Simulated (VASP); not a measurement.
## BN: single point with PBE

BN:

```
N B
1.0
     0.00000    3.46036    2.16609
     1.23912    0.00000    2.16609
     1.23912    3.46036    0.00000
N B
1 1
Direct
  0.66665 0.66665 0.33335
  0.00005 0.00005 0.99995
```

* Program: VASP 6.6.1
* Task: single point
* Functional: PBE
* Potentials or basis: VASP PAW PBE potentials, release 64 (N, B)
* Cutoff: 520 eV
* k mesh: 13 × 13 × 13
* Occupations: fermi-dirac, width 0.05 eV
* Spin: no spin polarisation
* Dipole correction: no
* Further INCAR settings: ALGO = Normal; EDIFF = 1e-06; NBANDS = 11

| Property | Result |
| --- | --- |
| Pressure | 7.0 GPa |
| Largest force | 0.126 eV/Å |
| Band gap on the k mesh | 3.86 eV, indirect (least direct gap 4.67 eV) |

Forces in eV/Å, atoms in the order of the input:
```
N    0.000  0.000  0.126
B    0.000  0.000 -0.126
```

Stress tensor (GPa, compression positive):
```
13.36  0.00  0.00
 0.00  1.87  0.00
 0.00  0.00  5.90
```

Levels at points of the mesh, in eV from the valence-band top:
| k point | band 1 | band 2 | band 3 | band 4 | band 5 | band 6 | band 7 | band 8 |
| --- | --- | --- | --- | --- | --- | --- | --- | --- |
| (0.00, 0.00, 0.00) | -17.97 | -4.52 | -1.43 | -1.38 | 4.90 | 11.50 | 11.80 | 13.17 |

It took 64 s on 1 thread of AMD EPYC 7R13 Processor (Zen 3), on a shared host, peak memory 0.16 GiB.

A k mesh can miss the band edges. Expect the measured gap to be larger: semilocal functionals such as PBE lack the derivative discontinuity.
